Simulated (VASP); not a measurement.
# C in VASP: a series of runs, part 2 of 2

VASP 6.6.1. Earlier steps stand in the parts before.

**3. Single point, PBEsol (strained)**

INCAR

```
SYSTEM = C
ALGO = Normal ; EDIFF = 1E-7
ENCUT = 520 ; GGA = PS
ISIF = 2 ; ISMEAR = 0
LASPH = .TRUE. ; LCHARG = .TRUE.
LELF = .TRUE. ; LREAL = .FALSE.
LVHAR = .TRUE. ; LWAVE = .FALSE.
NBANDS = 11 ; NELM = 60
PREC = Accurate ; SIGMA = 0.02
```

KPOINTS

```
k-points
0
G
  12 12 12
  0 0 0
```

POSCAR

```
C
1.0
    0.0000000000      1.8450878060      1.8450878060
    1.8450878060      0.0000000000      1.8450878060
    1.8450878060      1.8450878060      0.0000000000
C
2
Direct
    0.5000000000      0.5000000000      0.5000000000
    0.7500000000      0.7500000000      0.7500000000
```

Potentials or basis: VASP PAW PBE potentials, release 64 (C).

Command:

```bash
$ cat potpaw_PBE.64/C/POTCAR > POTCAR
$ mpirun -np 1 vasp_std > vasp.out
```

OUTCAR:

```text
SYSTEM = C
   EDIFF = 1E-7
   ENCUT = 520
   GGA = PS
   ISIF = 2
   ISMEAR = 0
   LASPH = .TRUE.
   LREAL = .FALSE.
   NELM = 60
   PREC = Accurate

 ion  position               nearest neighbor table
   1  0.500  0.500  0.500-   2 1.60   2 1.60   2 1.60   2 1.60
   2  0.750  0.750  0.750-   1 1.60   1 1.60   1 1.60   1 1.60

  LATTYP: Found a face centered cubic cell.
 ALAT       =     3.6901756120

  Lattice vectors:

 A1 = (   0.0000000000,   1.8450878060,   1.8450878060)
 A2 = (   1.8450878060,   0.0000000000,   1.8450878060)
 A3 = (   1.8450878060,   1.8450878060,   0.0000000000)

Analysis of symmetry for initial positions (statically):
=====================================================================
 Subroutine PRICEL returns:
 Original cell was already a primitive cell.

 Routine SETGRP: Setting up the symmetry group for a
 face centered cubic supercell.

 Subroutine GETGRP returns: Found 48 space group operations
 (whereof 24 operations were pure point group operations)
 out of a pool of 48 trial point group operations.

The static configuration has the point symmetry T_d .
 The point group associated with its full space group is O_h .

Analysis of symmetry for dynamics (positions and initial velocities):
=====================================================================
 Subroutine PRICEL returns:
 Original cell was already a primitive cell.

 Routine SETGRP: Setting up the symmetry group for a
 face centered cubic supercell.

 Subroutine GETGRP returns: Found 48 space group operations
 (whereof 24 operations were pure point group operations)
 out of a pool of 48 trial point group operations.

The dynamic configuration has the point symmetry T_d .
 The point group associated with its full space group is O_h .

 Subroutine INISYM returns: Found 48 space group operations
 (whereof 24 operations are pure point group operations),
 and found     1 'primitive' translations
[... 119 lines left out ...]
   LORBIT       =      0    0 simple, 1 ext, 2 COOP (PROOUT), +10 PAW based schemes
   GGA     = PS    functional components
   LHFCALC =     F    Hartree Fock is set to
   AEXX    =    0.0000 exact exchange contribution
   IVDW    =     0    specifies the selected vdW correction
   LEPSILON=     F    determine dielectric tensor
   LRPA    =     F    only Hartree local field effects (RPA)
 non-spin polarized calculation
 Gauss-broadening in eV      SIGMA  =   0.02
  energy-cutoff  :      520.00
  volume of cell :       12.56
 maximum number of plane-waves:       347
   NGX =  9   NGY =  9   NGZ =  9

 number of electron       8.0000002 magnetization

 Free energy of the ion-electron system (eV)
  ---------------------------------------------------
  ext. energy  EPLUGINS =         0.00000000
  ---------------------------------------------------
  free energy    TOTEN  =       -19.06983466 eV

  energy without entropy =      -19.06983466  energy(sigma->0) =      -19.06983466

 E-fermi :   8.3749     XC(G=0): -12.9350

 val. band max:        8.2885565088   @ k =   0.0000   0.0000   0.0000
 cond. band min:      12.0948216611   @ k =   0.3333   0.3333   0.0000
 fundamental gap:      3.8062651523
 Fermi energy:         8.3749351551

 k-point     1 :       0.0000    0.0000    0.0000
  band No.  band energies     occupation
      1     -11.9098      2.00000
      2       8.2886      2.00000
      3       8.2886      2.00000
      4       8.2886      2.00000
      5      13.5489      0.00000
      6      13.5489      0.00000
      7      13.5489      0.00000
      8      19.4115      0.00000
      9      25.9863      0.00000
     10      33.6564      0.00000
     11      33.6564      0.00000
[... 309 lines left out ...]
 k-point    24 :      -0.4167    0.1667    0.0000
  band No.  band energies     occupation
      1      -6.2339      2.00000
      2      -3.3510      2.00000
      3       3.1984      2.00000
      4       5.0188      2.00000
      5      15.2527      0.00000
      6      17.8133      0.00000
      7      18.2171      0.00000
      8      22.4297      0.00000
      9      26.3941      0.00000
     10      30.8473      0.00000
     11      31.1980      0.00000

 [... further k-points ...]

------------------------ aborting loop because EDIFF is reached ----------------------------------------

  FORCE on cell =-STRESS in cart. coord.  units (eV):
  Direction    XX          YY          ZZ          XY          YZ          ZX
  --------------------------------------------------------------------------------------
  -------------------------------------------------------------------------------------
  Total       -3.1835483     -3.1835483     -3.1835483     -0.0000000      0.0000000      0.0000000
  in kB     -406.0139140   -406.0139140   -406.0139140     -0.0000000      0.0000000      0.0000000
  external PRESSURE =    -406.0139140 kB  Pullay stress =       0.0000000 kB

 VOLUME and BASIS-vectors are now :
 -----------------------------------------------------------------------------
  energy-cutoff  :      520.00
  volume of cell :       12.56
      direct lattice vectors                 reciprocal lattice vectors
     0.000000000  1.845087806  1.845087806    -0.270989813  0.270989813  0.270989813
     1.845087806  0.000000000  1.845087806     0.270989813 -0.270989813  0.270989813
     1.845087806  1.845087806  0.000000000     0.270989813  0.270989813 -0.270989813

 POSITION                                       TOTAL-FORCE (eV/Angst)
 -----------------------------------------------------------------------------------
      1.84509      1.84509      1.84509        -0.000000      0.000000      0.000000
      2.76763      2.76763      2.76763         0.000000     -0.000000     -0.000000
 -----------------------------------------------------------------------------------
    total drift:                                0.000000     -0.000000      0.000000

  FREE ENERGIE OF THE ION-ELECTRON SYSTEM (eV)
  ---------------------------------------------------
  free  energy   TOTEN  =       -19.0698346629 eV

  energy  without entropy=      -19.0698346629  energy(sigma->0) =      -19.06983466
```

stdout:

```text
POSCAR found type information on POSCAR C
 POSCAR found :  1 types and       2 ions
 scaLAPACK will be used
 -----------------------------------------------------------------------------
|                                                                             |
|                                                                             |
|     You enforced a specific xc type in the INCAR file but a different       |
|     I HOPE YOU KNOW WHAT YOU ARE DOING!                                     |
|                                                                             |
 -----------------------------------------------------------------------------

 LDA part: xc-table for (Slater+PW92), standard interpolation
 POSCAR, INCAR and KPOINTS ok, starting setup
 FFT: planning ... GRIDC
 FFT: planning ... GRID_SOFT
 FFT: planning ... GRID
 WAVECAR not read
 entering main loop
```

Wall time 16 s (1 thread of Intel Xeon 8259CL, shared host); peak memory 0.12 GiB.

Results:

```yaml
Free_energy: -19.0698 eV
Pressure: -40.6 GPa
Band_gap_on_the_k_mesh: 3.81 eV, indirect (least direct gap 5.26 eV)
```

Caveat: the cell differs from its parent crystal (strained); the PAW data sets were made with another functional, which shifts forces and pressure a little.

**4. Single point, PBEsol (strained)**

INCAR

```
ALGO = Normal
EDIFF = 1E-7
ENCUT = 520
GGA = PS
ISIF = 2
ISMEAR = 0
LASPH = True
LCHARG = False
LREAL = False
LWAVE = False
NBANDS = 11
NELM = 60
PREC = Accurate
SIGMA = 0.02
```

KPOINTS

```
k-points
0
Gamma
  12 12 12
```

POSCAR

```
C
1.0
    0.0000000000      1.8562162220      1.8562162220
    1.8562162220      0.0000000000      1.8562162220
    1.8562162220      1.8562162220      0.0000000000
C
2
Direct
    0.5000000000      0.5000000000      0.5000000000
    0.7500000000      0.7500000000      0.7500000000
```

Command:

```bash
$ cat potpaw_PBE.64/C/POTCAR > POTCAR
$ mpirun -np 1 vasp_std > vasp.out
```

Wall time 15 s (1 thread of Intel Xeon 8259CL, shared host); peak memory 0.12 GiB.

The run converged. Its results:

| Property | Result |
| --- | --- |
| Free energy | -19.0085 eV |
| Pressure | -45.6 GPa |
| Band gap on the k mesh | 3.77 eV, indirect (least direct gap 5.21 eV) |

Levels at points of the mesh, in eV from the valence-band top:
```csv
k point,band 2,band 3,band 4,band 5,band 6,band 7
"(0.00, 0.00, 0.00)",0.00,0.00,0.00,5.21,5.21,5.21
"(0.50, 0.00, 0.00)",-12.20,-2.51,-2.51,7.28,7.88,7.88
"(0.50, 0.50, 0.00)",-11.97,-5.64,-5.64,4.35,4.35,15.04
```

Caveat: the cell differs from its parent crystal (strained); the PAW data sets were made with another functional, which shifts forces and pressure a little.

**5. Single point, PBEsol (strained)**

INCAR is that of step 4.

KPOINTS is that of step 4.

POSCAR

```
C
1.0
    0.0000000000      1.8307671040      1.7237631040
    1.7237631040      0.0000000000      1.7237631040
    1.7237631040      1.8307671040      0.0000000000
C
2
Direct
    0.5000000000      0.5000000000      0.5000000000
    0.7500000000      0.7500000000      0.7500000000
```

Potentials or basis: VASP PAW PBE potentials, release 64 (C).

Command:

```bash
$ cat potpaw_PBE.64/C/POTCAR > POTCAR
$ mpirun -np 1 vasp_std > vasp.out
```

OUTCAR:

```text
EDIFF = 1E-7
   ENCUT = 520
   GGA = PS
   ISIF = 2
   ISMEAR = 0
   LASPH = True
   LREAL = False
   NELM = 60
   PREC = Accurate

 ion  position               nearest neighbor table
   1  0.500  0.500  0.500-   2 1.52   2 1.52   2 1.52   2 1.52
   2  0.750  0.750  0.750-   1 1.52   1 1.52   1 1.52   1 1.52

  LATTYP: Found a body centered tetragonal cell.
 ALAT       =     2.4377691600
 C/A-ratio  =     1.5020020222

  Lattice vectors:

 A1 = (   0.0000000000,  -1.8307671040,   1.7237631040)
 A2 = (   0.0000000000,  -1.8307671040,  -1.7237631040)
 A3 = (   1.7237631040,   1.8307671040,   0.0000000000)

Analysis of symmetry for initial positions (statically):
=====================================================================
 Subroutine PRICEL returns:
 Original cell was already a primitive cell.

 Routine SETGRP: Setting up the symmetry group for a
 body centered tetragonal supercell.

 Subroutine GETGRP returns: Found 16 space group operations
 (whereof  8 operations were pure point group operations)
 out of a pool of 16 trial point group operations.

The static configuration has the point symmetry D_2d.
 The point group associated with its full space group is D_4h.
[... 166 lines left out ...]
 fundamental gap:      3.3561143958
 Fermi energy:        10.9300488795

 k-point     1 :       0.0000    0.0000    0.0000
  band No.  band energies     occupation
      1     -11.7633      2.00000
      2       9.6611      2.00000
      3      10.6622      2.00000
      4      10.6622      2.00000
      5      15.7697      0.00000
      6      15.7697      0.00000
      7      16.5176      0.00000
      8      24.5892      0.00000
      9      29.8736      0.00000
     10      35.2145      0.00000
     11      35.9702      0.00000
[... 309 lines left out ...]
 k-point    24 :      -0.4167    0.1667    0.0000
  band No.  band energies     occupation
      1      -5.3317      2.00000
      2      -2.5945      2.00000
      3       4.9136      2.00000
      4       6.3420      2.00000
      5      17.4898      0.00000
      6      20.3060      0.00000
      7      22.7562      0.00000
      8      26.0035      0.00000
      9      29.8408      0.00000
     10      35.0375      0.00000
     11      35.4751      0.00000

 [... further k-points ...]
[... 5 lines left out ...]
  --------------------------------------------------------------------------------------
  -------------------------------------------------------------------------------------
  Total        2.4768920     -1.6945134      2.4768920      0.0000000     -0.0000000      0.0000000
  in kB      364.7534441   -249.5383741    364.7534441      0.0000000     -0.0000000      0.0000000
  external PRESSURE =     159.9895047 kB  Pullay stress =       0.0000000 kB

 VOLUME and BASIS-vectors are now :
 -----------------------------------------------------------------------------
  energy-cutoff  :      520.00
  volume of cell :       10.88
      direct lattice vectors                 reciprocal lattice vectors
     0.000000000  1.830767104  1.723763104    -0.290063060  0.273109561  0.290063060
     1.723763104  0.000000000  1.723763104     0.290063060 -0.273109561  0.290063060
     1.723763104  1.830767104  0.000000000     0.290063060  0.273109561 -0.290063060

 POSITION                                       TOTAL-FORCE (eV/Angst)
 -----------------------------------------------------------------------------------
      1.72376      1.83077      1.72376         0.000000      0.000000     -0.000000
      2.58564      2.74615      2.58564         0.000000     -0.000000      0.000000
 -----------------------------------------------------------------------------------
    total drift:                                0.000000     -0.000000      0.000000

  FREE ENERGIE OF THE ION-ELECTRON SYSTEM (eV)
  ---------------------------------------------------
  free  energy   TOTEN  =       -19.1493787497 eV

  energy  without entropy=      -19.1493787497  energy(sigma->0) =      -19.14937875
```

OSZICAR:

```text
N       E                     dE             d eps       ncg     rms          rms(c)
DAV:   1     0.412838293748E+00    0.41284E+00   -0.47713E+03  3744   0.704E+02
DAV:   2    -0.195546316267E+02   -0.19967E+02   -0.19426E+02  4624   0.131E+02
DAV:   3    -0.198910670525E+02   -0.33644E+00   -0.33583E+00  4189   0.131E+01
DAV:   4    -0.198915174402E+02   -0.45039E-03   -0.45038E-03  3875   0.610E-01
DAV:   5    -0.198915179078E+02   -0.46763E-06   -0.46764E-06  4077   0.181E-02    0.589E+00
DAV:   6    -0.193400247505E+02    0.55149E+00   -0.28415E-01  3691   0.373E+00    0.347E+00
DAV:   7    -0.191487395590E+02    0.19129E+00   -0.33817E-01  3894   0.410E+00    0.750E-01
DAV:   8    -0.191493542999E+02   -0.61474E-03   -0.79863E-03  3805   0.713E-01    0.296E-02
DAV:   9    -0.191493709244E+02   -0.16625E-04   -0.13817E-05  4295   0.340E-02    0.219E-02
DAV:  10    -0.191493788981E+02   -0.79737E-05   -0.31635E-06  3931   0.158E-02    0.442E-03
DAV:  11    -0.191493787588E+02    0.13932E-06   -0.86751E-08  4230   0.254E-03    0.367E-04
DAV:  12    -0.191493787497E+02    0.91209E-08   -0.25420E-09  1970   0.500E-04
   1 F= -.19149379E+02 E0= -.19149379E+02  d E =-.173611E-82
```

Wall time 29 s (1 thread of Intel Xeon 8259CL, shared host); peak memory 0.13 GiB.

Results:

| Quantity | Value |
| --- | --- |
| Free energy | -19.1494 eV |
| Pressure | 16.0 GPa |
| Band gap on the k mesh | 3.36 eV, indirect (least direct gap 5.11 eV) |

Levels at points of the mesh, in eV from the valence-band top:
```
           k point  band 1  band 2  band 3  band 4  band 5  band 6  band 7  band 8  band 9
(0.00, 0.00, 0.00)  -22.43   -1.00    0.00    0.00    5.11    5.11    5.86   13.93   19.21
(0.50, 0.00, 0.00)  -16.33  -14.26   -3.84   -2.66    7.20    8.50    9.81   15.57   21.83
(0.50, 0.50, 0.00)  -13.07  -13.07   -7.21   -7.21    3.90    3.90   16.99   16.99   23.65
(0.50, 0.00, 0.50)  -14.05  -14.05   -6.29   -6.29    5.34    5.34   16.85   16.85   22.88
```

Caveat: the cell differs from its parent crystal (strained); the PAW data sets were made with another functional, which shifts forces and pressure a little.

**6. The runs side by side**

| cell | smearing | gap on the mesh (eV) | pressure (GPa) |
| --- | --- | --- | --- |
| a = 2.513 Å, angles 60.0°, 2 atoms | gaussian 0.05 eV | 4.06 | 1.1 |
| a = 2.609 Å, angles 60.0°, 2 atoms | gaussian 0.02 eV | 3.81 | -40.6 |
| a = 2.625 Å, angles 60.0°, 2 atoms | gaussian 0.02 eV | 3.77 | -45.6 |
| a = 2.515, b = 2.438 Å, angles 61.0, 58.0, 61.0°, 2 atoms | gaussian 0.02 eV | 3.36 | 16.0 |

Alike in all rows: task single point; level PBEsol; potentials or basis VASP PAW PBE potentials, release 64 (C); no spin polarisation; k mesh 12 × 12 × 12; cutoff (eV) 520.

Caveats: the PAW data sets were made with another functional, which shifts forces and pressure a little.

Absolute energies hang on the potentials; compare differences alone.
